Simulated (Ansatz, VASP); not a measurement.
**One calculation of Si, two programs**

```
CELL_PARAMETERS angstrom
3.28316 1.89553 6.23996
-3.28316 1.89553 6.23996
0.00000 -3.79106 6.23996
ATOMIC_POSITIONS crystal
Si 0.02487 0.63307 0.02487
Si 0.02487 0.02487 0.63307
Si 0.63307 0.02487 0.02487
Si 0.97513 0.36693 0.97513
Si 0.36693 0.97513 0.97513
Si 0.97513 0.97513 0.36693
Si 0.24152 0.61828 0.24152
Si 0.24152 0.24152 0.61828
Si 0.61828 0.24152 0.24152
Si 0.75848 0.38172 0.75848
Si 0.38172 0.75848 0.75848
Si 0.75848 0.75848 0.38172
```

Alike in both runs: functional PBE; k mesh 3 × 3 × 3; occupations gaussian, width 0.1 eV; no spin polarisation.

Ansatz relaxed the structure, and its values are those at the end. VASP's run is a single point on that final structure, the one shown.

```csv
,VASP,Ansatz
version,VASP 6.6.1,Ansatz 0.2.0
potentials or method,"VASP PAW PBE potentials, release 64 (Si), cutoff 520 eV","scalar-relativistic, plane waves, PAW"
valence electrons in the cell,48,48
```

|  | VASP | Ansatz | Ansatz less VASP |
| --- | --- | --- | --- |
| gap on the k mesh at the Fermi level (eV) | none | none | - |
| pressure (GPa) | 0.0 | 0.0 | +0.06 |
| rms of the force components (eV/Å) | 0.013 | 0.010 | -0.0023 |

A gap of «none» marks a metal or a gap that the smearing closes. The functional is the same, so the differences come from potentials, cutoffs and numerics.

The k mesh is coarse, so the values compare programs but aren't converged.
